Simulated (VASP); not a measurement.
Input of a VASP 6.6.1 run:

File INCAR:

```
SYSTEM = Be2ZnSe3
PREC     = Accurate       ! precision mode
ENCUT    = 520            ! plane-wave cutoff, eV
EDIFF    = 1E-6           ! SCF threshold, eV
ISMEAR   = 0              ! smearing method
SIGMA    = 0.1            ! smearing width, eV
LREAL    = .False.        ! projectors in reciprocal space
LASPH    = .True.         ! aspherical terms in the spheres
NELM     = 80             ! most SCF steps
ALGO     = Normal         ! electronic algorithm
ISIF     = 2              ! what is computed and relaxed
LWAVE    = .False.        ! write WAVECAR
LCHARG   = .False.        ! write CHGCAR
GGA      = PE             ! functional
NBANDS   = 26             ! bands
```

File KPOINTS:

```
regular mesh
0
Gamma
  6 6 12
  0 0 0
```

The input POSCAR:

```
Be2ZnSe3
1.0
    6.9454068484     -0.0000000033      0.0000000000
   -3.4727034213      6.0148987720      0.0000000000
    0.0000000000      0.0000000000      2.8343174819
Be Zn Se
2 1 3
Direct
    0.3333333333      0.6666666667      0.0000000000
    0.6666666667      0.3333333333      0.0000000000
    0.0000000000      0.0000000000      0.0000000000
    0.5000000000      0.0000000000      0.5000000000
    0.5000000000      0.5000000000      0.5000000000
    0.0000000000      0.5000000000      0.5000000000
```

Potentials or basis: VASP PAW PBE potentials, release 64 (Be, Zn, Se).

Launch:

```console
$ cat potpaw_PBE.64/Be/POTCAR potpaw_PBE.64/Zn/POTCAR potpaw_PBE.64/Se/POTCAR > POTCAR
$ mpirun -np 1 vasp_std > vasp.out
```

(1) What does it give for the pressure?

(2) What does it give for the band gap on the k mesh?

Answers

(1) 0.1 GPa.

(2) zero (band 17 reaches 5.35 eV, above the bottom of band 18 at 2.34 eV).
